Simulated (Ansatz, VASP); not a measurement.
# CoHOF in VASP and in Ansatz

```xyz
16
Lattice="9.8011 0.0000 0.0000 0.0000 2.9726 0.0000 0.0000 0.0000 4.5242" Properties=species:S:1:pos:R:3 pbc="T T T"
Co    1.2957    2.2294    2.3114
Co    3.6049    0.7431    0.0493
Co    6.1963    2.2294    4.4749
Co    8.5054    0.7431    2.2128
O     4.4272    2.2294    3.5361
O     0.4734    0.7431    1.2740
O     9.3277    2.2294    3.2502
O     5.3740    0.7431    0.9881
H     9.0631    2.2294    4.1442
H     5.6386    0.7431    1.8821
H     4.1625    2.2294    2.6422
H     0.7380    0.7431    0.3800
F     2.0063    0.7431    3.3810
F     2.8943    2.2294    1.1188
F     6.9069    0.7431    3.4054
F     7.7948    2.2294    1.1433
```

Alike in both runs: task single point; functional PBE; k mesh 2 × 6 × 4; collinear spin.

|  | VASP | Ansatz |
| --- | --- | --- |
| version | VASP 6.6.1 | Ansatz 0.2.0 |
| potentials or method | VASP PAW PBE potentials, release 64 (Co, O, H, F), cutoff 520 eV | PAW plane waves |
| occupations | fermi-dirac, width 0.1 eV | fermi-dirac |
| valence electrons in the cell | 92 | 124 |

Ansatz gave:

- pressure (GPa): 24.7
- traceless stress, the component that is largest in VASP (GPa): 3.95
- rms of the force components (eV/Å): 0.821
- net moment per atom (μB): 0.00
- size of the moment on the site where the two differ most (μB): 2.37

Problem. Which values does VASP return?

Solution. Pressure (GPa): 24.5; traceless stress, the component that is largest in VASP (GPa): 4.54; rms of the force components (eV/Å): 0.895; net moment per atom (μB): 0.00; size of the moment on the site where the two differ most (μB): 2.50.

Site moments also hang on the region over which each program counts them. Atom by atom the forces differ by 0.082 eV/Å (rms over components). VASP's potentials hold 92 valence electrons a cell and Ansatz's 124, so a difference there can come from the potentials and not from the codes.
